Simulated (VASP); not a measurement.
Ta: single point with revPBE

The system is Ta.

```xyz
1
Lattice="0.0000 2.2019 2.2019 2.2019 0.0000 2.2019 2.2019 2.2019 0.0000" Properties=species:S:1:pos:R:3 pbc="T T T"
Ta    0.0000    0.0000    0.0000
```

This cell differs from its parent crystal: volume scaled by 1.12.

| Quantity | Value |
| --- | --- |
| Program | VASP 6.6.1 |
| Task | single point |
| Functional | revPBE |
| Potentials or basis | VASP PAW PBE potentials, release 64 (Ta_pv) |
| Cutoff | 520 eV |
| k mesh | 14 × 14 × 14 |
| Occupations | fermi-dirac, width 0.1 eV |
| Spin | no spin polarisation |
| Dipole correction | no |
| Further INCAR settings | ALGO = Normal; EDIFF = 1e-06; NBANDS = 12 |

```yaml
Pressure: -16.9 GPa
```

Levels at points of the mesh, in eV from the Fermi level:
```tsv
k point	band 2	band 3	band 4	band 5	band 6	band 7	band 8	band 9
(0.00, 0.00, 0.00)	-34.14	-34.14	-7.58	0.46	0.46	0.46	2.97	2.97
(0.50, 0.00, 0.00)	-34.22	-34.22	-4.12	0.29	0.29	0.30	4.89	4.89
(0.50, 0.50, 0.00)	-34.37	-34.37	-3.73	-2.77	2.23	4.88	5.44	5.44
```

Wall time 9.6 s on 1 thread of Intel(R) Xeon(R) Platinum 8488C (Sapphire Rapids) (shared host), peak memory 0.15 GiB.

Caveat: the PAW data sets were made with another functional, which shifts forces and pressure a little; spin-orbit coupling is left out, which moves the levels of the heavy elements.
